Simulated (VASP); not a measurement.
The system is Nb3Te8Mo.

```
Nb Te Mo
1.0
     3.72159    0.00000    0.00000
    -1.86079    3.22299    0.00000
     0.00000    0.00000   28.60169
Nb Te Mo
3 8 1
Direct
  0.00000 0.00000 0.75000
  0.00000 0.00000 0.25000
  0.00000 0.00000 0.50000
  0.66667 0.33333 0.93641
  0.66667 0.33333 0.18641
  0.66667 0.33333 0.43641
  0.66667 0.33333 0.68641
  0.33333 0.66667 0.81359
  0.33333 0.66667 0.06359
  0.33333 0.66667 0.31359
  0.33333 0.66667 0.56359
  0.00000 0.00000 0.00000
```

- Program: VASP 6.6.1
- Task: relaxation of cell and atoms
- Functional: PBE
- Potentials or basis: VASP PAW PBE potentials, release 64 (Nb_sv, Te, Mo_sv)
- Cutoff: 500 eV
- k mesh: 6 × 6 × 1
- Occupations: gaussian, width 0.1 eV
- Spin: no spin polarisation

At the start: pressure -1.7 GPa; volume 28.59 Å³/atom.

Q: How do energy, volume and symmetry change on relaxing?

A: Over 5 steps the energy falls by 11.4 meV/atom and the volume is 27.63 Å³/atom (-3.3 %); space group P-3m1 (No. 164, to 0.1 Å) before and after.

The path:
```tsv
step	energy change (eV)	largest force (eV/Å)	pressure (GPa)	volume (Å³)
1	0.0000	0.5577	-1.73	343.07
2	-0.0622	0.4891	1.79	327.98
3	-0.0817	0.3547	0.58	332.80
4	-0.1338	0.0628	0.18	331.86
5	-0.1363	0.0358	0.08	331.59
```

Final structure:
```cif
data_structure
_symmetry_space_group_name_H-M 'P 1'
_symmetry_Int_Tables_number 1
_cell_length_a 3.6358
_cell_length_b 3.6358
_cell_length_c 28.9640
_cell_angle_alpha 90.000
_cell_angle_beta 90.000
_cell_angle_gamma 120.000
_cell_volume 331.59
loop_
_atom_site_label
_atom_site_type_symbol
_atom_site_fract_x
_atom_site_fract_y
_atom_site_fract_z
_atom_site_occupancy
Nb1 Nb 0.00000 0.00000 0.75000 1
Nb2 Nb 0.00000 0.00000 0.25000 1
Nb3 Nb 0.00000 0.00000 0.50000 1
Te1 Te 0.66667 0.33333 0.93770 1
Te2 Te 0.66667 0.33333 0.18559 1
Te3 Te 0.66667 0.33333 0.43552 1
Te4 Te 0.66667 0.33333 0.68556 1
Te5 Te 0.33333 0.66667 0.81441 1
Te6 Te 0.33333 0.66667 0.06230 1
Te7 Te 0.33333 0.66667 0.31444 1
Te8 Te 0.33333 0.66667 0.56448 1
Mo1 Mo 0.00000 0.00000 0.00000 1
```

Caveat: this functional lacks dispersion, which binds layers or chains, so the pressure and a relaxed spacing across them are unreliable.
